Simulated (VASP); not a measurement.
# RbBr (Pm-3m) in VASP: a series of runs

Runs on RbBr. Level: PBE. Tasks: vibrations by perturbation theory.

Program: VASP 6.6.1. These are calculated values, not measurements. Logs are shortened: lines on timing, memory, paths and dates and some standing lists are left out, and cuts for length are marked.

### Step 1. The cell of the first run

The structure is cubic, space group Pm-3m (No. 221). Conventional cell: a = 3.403 Å, b = 3.403 Å, c = 3.403 Å, α = 90.00°, β = 90.00°, γ = 90.00°. Within 3.9 Å of Rb (site symmetry m-3m) lie 8 Br at 2.95 Å and 6 Rb at 3.40 Å. Within 3.9 Å of Br (site symmetry m-3m) lie 8 Rb at 2.95 Å and 6 Br at 3.40 Å.

### Step 2. Vibrations by perturbation theory, PBE

INCAR reads:

```
SYSTEM = RbBr
PREC     = Accurate       ! precision mode
ENCUT    = 520            ! plane-wave cutoff, eV
EDIFF    = 1E-8           ! SCF threshold, eV
ISMEAR   = 0              ! smearing method
SIGMA    = 0.01           ! smearing width, eV
LREAL    = .False.        ! projectors in reciprocal space
LASPH    = .True.         ! aspherical terms in the spheres
NELM     = 100            ! most SCF steps
ALGO     = Normal         ! electronic algorithm
ISIF     = 2              ! what is computed and relaxed
LWAVE    = .False.        ! write WAVECAR
LCHARG   = .False.        ! write CHGCAR
GGA      = PE             ! functional
IBRION   = 8              ! ionic algorithm
NSW      = 1              ! ionic steps
LEPSILON = .True.         ! dielectric tensor by DFPT
```

KPOINTS reads:

```
Automatic mesh
0
Gamma
  6 6 6
  0 0 0
```

POSCAR reads:

```
RbBr
1.0
    3.4027126865      0.0000000000      0.0000000000
    0.0000000000      3.4027126865      0.0000000000
    0.0000000000      0.0000000000      3.4027126865
Rb Br
1 1
Direct
    0.0000000000      0.0000000000      0.0000000000
    0.5000000000      0.5000000000      0.5000000000
```

Potentials or basis: VASP PAW PBE potentials, release 64 (Rb_sv, Br).

Started as:

```
$ cat potpaw_PBE.64/Rb_sv/POTCAR potpaw_PBE.64/Br/POTCAR > POTCAR
$ mpirun -np 1 vasp_std > vasp.out
```

OUTCAR:

```text
SYSTEM = RbBr
   PREC = Accurate
   ENCUT = 520
   EDIFF = 1E-8
   ISMEAR = 0
   LREAL = .False.
   LASPH = .True.
   NELM = 100
   ISIF = 2
   GGA = PE
   IBRION = 8
   NSW = 1
   LEPSILON = .True.

 ion  position               nearest neighbor table
   1  0.000  0.000  0.000-   2 2.95   2 2.95   2 2.95   2 2.95   2 2.95   2 2.95   2 2.95   2 2.95

   2  0.500  0.500  0.500-   1 2.95   1 2.95   1 2.95   1 2.95   1 2.95   1 2.95   1 2.95   1 2.95

  LATTYP: Found a simple cubic cell.
 ALAT       =     3.4027126865

  Lattice vectors:

 A1 = (   3.4027126865,   0.0000000000,   0.0000000000)
 A2 = (   0.0000000000,   3.4027126865,   0.0000000000)
 A3 = (   0.0000000000,   0.0000000000,   3.4027126865)

Analysis of symmetry for initial positions (statically):
=====================================================================
 Subroutine PRICEL returns:
 Original cell was already a primitive cell.

 Routine SETGRP: Setting up the symmetry group for a
 simple cubic supercell.

 Subroutine GETGRP returns: Found 48 space group operations
 (whereof 48 operations were pure point group operations)
 out of a pool of 48 trial point group operations.

The static configuration has the point symmetry O_h .

Analysis of symmetry for dynamics (positions and initial velocities):
=====================================================================
 Subroutine PRICEL returns:
 Original cell was already a primitive cell.

 Routine SETGRP: Setting up the symmetry group for a
 simple cubic supercell.

 Subroutine GETGRP returns: Found 48 space group operations
 (whereof 48 operations were pure point group operations)
 out of a pool of 48 trial point group operations.

The dynamic configuration has the point symmetry O_h .

 Subroutine INISYM returns: Found 48 space group operations
 (whereof 48 operations are pure point group operations),
 and found     1 'primitive' translations

[... 529 lines left out ...]
 ------------------------------------------------------
           4.375464     0.000000     0.000000
           0.000000     4.375464     0.000000
           0.000000    -0.000000     4.375464
 ------------------------------------------------------

 PIEZOELECTRIC TENSOR (including local field effects)  for field in x, y, z        (e  Angst)
          XX          YY          ZZ          XY          YZ          ZX
  --------------------------------------------------------------------------------
  x     0.00000     0.00000     0.00000     0.00000     0.00000     0.00000
  y     0.00000     0.00000     0.00000     0.00000     0.00000     0.00000
  z     0.00000     0.00000     0.00000     0.00000     0.00000     0.00000

 PIEZOELECTRIC TENSOR (including local field effects)  for field in x, y, z        (C/m^2)
          XX          YY          ZZ          XY          YZ          ZX
  --------------------------------------------------------------------------------
  x     0.00000     0.00000     0.00000     0.00000     0.00000     0.00000
  y     0.00000     0.00000     0.00000     0.00000     0.00000     0.00000
  z     0.00000     0.00000     0.00000     0.00000     0.00000     0.00000

 BORN EFFECTIVE CHARGES (including local field effects) (in |e|, cummulative output)
 ---------------------------------------------------------------------------------
 ion    1
    1     1.24799     0.00000     0.00000
    2     0.00000     1.24799     0.00000
    3    -0.00000     0.00000     1.24799
 ion    2
    1    -1.24799    -0.00000    -0.00000
    2    -0.00000    -1.24799    -0.00000
    3     0.00000    -0.00000    -1.24799

 INTERNAL STRAIN TENSOR FOR ION    2 for displacements in x,y,z  (eV/Angst):
          X           Y           Z          XY          YZ          ZX
  --------------------------------------------------------------------------------
  x     0.00000     0.00000     0.00000     0.00000     0.00000     0.00000
  y     0.00000     0.00000     0.00000     0.00000     0.00000     0.00000
  z     0.00000     0.00000     0.00000     0.00000     0.00000     0.00000

 SECOND DERIVATIVES (NOT SYMMETRIZED)
 ------------------------------------
               1X          1Y          1Z          2X          2Y          2Z
  1X    -8.206130    0.000000   -0.000000    8.206130   -0.000000    0.000000
  1Y     0.000000   -8.206130    0.000000   -0.000000    8.206130   -0.000000
  1Z     0.000000    0.000000   -8.206130   -0.000000   -0.000000    8.206130
  2X     8.215068    0.000000   -0.000000   -8.215068   -0.000000    0.000000
  2Y     0.000000    8.215068   -0.000000   -0.000000   -8.215068    0.000000
  2Z     0.000000   -0.000000    8.215068    0.000000    0.000000   -8.215068

 Eigenvectors and eigenvalues of the dynamical matrix
 ----------------------------------------------------

   1 f  =    6.970872 THz    43.799280 2PiTHz  232.523258 cm-1    28.829197 meV
             X         Y         Z           dx          dy          dz
      0.000000  0.000000  0.000000     0.694914    0.000000    0.000000
      1.701356  1.701356  1.701356    -0.719093    0.000000    0.000000
[... 21 lines left out ...]
   6 f/i=    0.001896 THz     0.011913 2PiTHz    0.063246 cm-1     0.007841 meV
             X         Y         Z           dx          dy          dz
      0.000000  0.000000  0.000000     0.719093    0.000000   -0.000000
      1.701356  1.701356  1.701356     0.694914   -0.000000    0.000000

--------------------------------------------------------------------------------------------------------

 MACROSCOPIC STATIC DIELECTRIC TENSOR IONIC CONTRIBUTION
 ------------------------------------------------------
           0.871237    -0.000000    -0.000000
          -0.000000     0.871237     0.000000
          -0.000000     0.000000     0.871237
 ------------------------------------------------------

 ELASTIC MODULI CONTR FROM IONIC RELAXATION (kBar)
 Direction    XX          YY          ZZ          XY          YZ          ZX
 --------------------------------------------------------------------------------
 XX           0.0000      0.0000      0.0000      0.0000      0.0000      0.0000
 YY           0.0000      0.0000      0.0000      0.0000      0.0000      0.0000
 ZZ           0.0000      0.0000      0.0000      0.0000      0.0000      0.0000
 XY           0.0000      0.0000      0.0000      0.0000      0.0000      0.0000
 YZ           0.0000      0.0000      0.0000      0.0000      0.0000      0.0000
 ZX           0.0000      0.0000      0.0000      0.0000      0.0000      0.0000
 --------------------------------------------------------------------------------

 PIEZOELECTRIC TENSOR IONIC CONTR  for field in x, y, z        (C/m^2)
          XX          YY          ZZ          XY          YZ          ZX
  --------------------------------------------------------------------------------
  x     0.00000     0.00000     0.00000     0.00000     0.00000     0.00000
  y     0.00000     0.00000     0.00000     0.00000     0.00000     0.00000
  z     0.00000     0.00000     0.00000     0.00000     0.00000     0.00000
```

Wall time 4.1 min (1 thread of Intel Xeon Platinum 8259CL at 2.50GHz (Skylake/Cascade Lake), shared host); peak memory 0.2 GiB.

Results:

- Electronic dielectric tensor (diagonal): 4.38
- Born charges (mean of the diagonal): Rb +1.25; Br -1.25 e
- Highest phonon frequency at Γ, LO-TO splitting left out: 233 cm⁻¹

Phonon frequencies in cm⁻¹ (negative: imaginary):
```
              q point        frequencies
(0.000, 0.000, 0.000)  0 0 0 233 233 233
```

Electronic dielectric tensor:
```
4.38 0.00 0.00
0.00 4.38 0.00
0.00 0.00 4.38
```

Born effective charge tensors (e):
atom 1, Rb
```
1.25 0.00 0.00
0.00 1.25 0.00
0.00 0.00 1.25
```
atom 2, Br
```
-1.25  0.00  0.00
 0.00 -1.25  0.00
 0.00  0.00 -1.25
```

Caveat: the cell stands under pressure or tension, which shifts response properties.

### Step 3. Vibrations by perturbation theory, PBE

This run uses another cell than the first one, of 21.09 Å³/atom.

INCAR reads:

```
  PREC = Accurate
  ENCUT = 520
  EDIFF = 1E-8
  ISMEAR = 0
  SIGMA = 0.01
  LREAL = F
  LASPH = T
  NELM = 100
  ALGO = Normal
  ISIF = 2
  LWAVE = F
  LCHARG = F
  GGA = PE
  NBANDS = 15
  IBRION = 8
  NSW = 1
  LEPSILON = T
```

KPOINTS reads:

```
Automatic mesh
0
Gamma
  6 6 6
```

POSCAR reads:

```
RbBr
1.0
    3.4809967116      0.0000000000      0.0000000000
    0.0000000000      3.4809967116      0.0000000000
    0.0000000000      0.0000000000      3.4809967116
Rb Br
1 1
Direct
    0.0000000000      0.0000000000      0.0000000000
    0.5000000000      0.5000000000      0.5000000000
```

Potentials or basis: VASP PAW PBE potentials, release 64 (Rb_sv, Br).

Started as:

```
$ cat potpaw_PBE.64/Rb_sv/POTCAR potpaw_PBE.64/Br/POTCAR > POTCAR
$ mpirun -np 1 vasp_std > vasp.out
```

OUTCAR:

```text
PREC = Accurate
   ENCUT = 520
   EDIFF = 1E-8
   ISMEAR = 0
   LREAL = F
   LASPH = T
   NELM = 100
   ISIF = 2
   GGA = PE
   IBRION = 8
   NSW = 1
   LEPSILON = T

 ion  position               nearest neighbor table
   1  0.000  0.000  0.000-   2 3.01   2 3.01   2 3.01   2 3.01   2 3.01   2 3.01   2 3.01   2 3.01

   2  0.500  0.500  0.500-   1 3.01   1 3.01   1 3.01   1 3.01   1 3.01   1 3.01   1 3.01   1 3.01
[... 684 lines left out ...]
      0.000000  0.000000  0.000000     0.533403   -0.423851    0.139006
      1.740498  1.740498  1.740498    -0.551316    0.438084   -0.143674
[... 21 lines left out ...]
   6 f/i=    0.001971 THz     0.012386 2PiTHz    0.065758 cm-1     0.008153 meV
             X         Y         Z           dx          dy          dz
      0.000000  0.000000  0.000000    -0.534231    0.240585   -0.416203
      1.740498  1.740498  1.740498    -0.516873    0.232768   -0.402681

--------------------------------------------------------------------------------------------------------

 MACROSCOPIC STATIC DIELECTRIC TENSOR IONIC CONTRIBUTION
 ------------------------------------------------------
           0.974714    -0.000000     0.000000
          -0.000000     0.974714    -0.000000
           0.000000    -0.000000     0.974714
 ------------------------------------------------------

 ELASTIC MODULI CONTR FROM IONIC RELAXATION (kBar)
 Direction    XX          YY          ZZ          XY          YZ          ZX
 --------------------------------------------------------------------------------
 XX           0.0000      0.0000      0.0000      0.0000      0.0000      0.0000
 YY           0.0000      0.0000      0.0000      0.0000      0.0000      0.0000
 ZZ           0.0000      0.0000      0.0000      0.0000      0.0000      0.0000
 XY           0.0000      0.0000      0.0000      0.0000      0.0000      0.0000
 YZ           0.0000      0.0000      0.0000      0.0000      0.0000      0.0000
 ZX           0.0000      0.0000      0.0000      0.0000      0.0000      0.0000
 --------------------------------------------------------------------------------

 PIEZOELECTRIC TENSOR IONIC CONTR  for field in x, y, z        (C/m^2)
          XX          YY          ZZ          XY          YZ          ZX
  --------------------------------------------------------------------------------
  x     0.00000     0.00000     0.00000     0.00000     0.00000     0.00000
  y     0.00000     0.00000     0.00000     0.00000     0.00000     0.00000
  z     0.00000     0.00000     0.00000     0.00000     0.00000     0.00000
```

stdout:

```text
POSCAR found type information on POSCAR RbBr
 POSCAR found :  2 types and       2 ions
 scaLAPACK will be used
 LDA part: xc-table for (Slater+PW92), standard interpolation
 POSCAR, INCAR and KPOINTS ok, starting setup
 FFT: planning ... GRIDC
 FFT: planning ... GRID_SOFT
 FFT: planning ... GRID
 WAVECAR not read
 entering main loop
[... 24 lines left out ...]
 dielectric tensor                  component  3 :     0.109     0.134     4.096
 Linear response DOF=           2
 Linear response progress:
 first order change of Fermi-energy   0.78851E-03
 force on displaced ion       1 direction 1 :  -6.682  -0.000  -0.000
 Born effective charge ion    1 direction 1 :   1.224   0.000   0.000
 Linear response progress:
 first order change of Fermi-energy   0.54005E-04
 force on displaced ion       2 direction 1 :  -6.673   0.000   0.000
 Born effective charge ion    2 direction 1 :  -1.239   0.000   0.000
 Born effective charges drift removed
 Linear response finished
```

Wall time 5.3 min (1 thread of Intel Xeon Platinum 8259CL at 2.50GHz (Skylake/Cascade Lake), shared host); peak memory 0.22 GiB.

What came out:

| Item | Value |
| --- | --- |
| Electronic dielectric tensor (diagonal) | 4.10 |
| Born charges (mean of the diagonal) | Rb +1.23; Br -1.23 e |
| Highest phonon frequency at Γ, LO-TO splitting left out | 210 cm⁻¹ |

Phonon frequencies in cm⁻¹ (negative: imaginary):
```tsv
q point	frequencies
(0.000, 0.000, 0.000)	0 0 0 210 210 210
```

Electronic dielectric tensor:
```
4.10 0.00 0.00
0.00 4.10 0.00
0.00 0.00 4.10
```

Born effective charge tensors (e):
atom 1, Rb
```
1.23 0.00 0.00
0.00 1.23 0.00
0.00 0.00 1.23
```
atom 2, Br
```
-1.23  0.00  0.00
 0.00 -1.23  0.00
 0.00  0.00 -1.23
```

Caveat: the cell stands under pressure or tension, which shifts response properties.

(Part 1 of 2 ends here.)
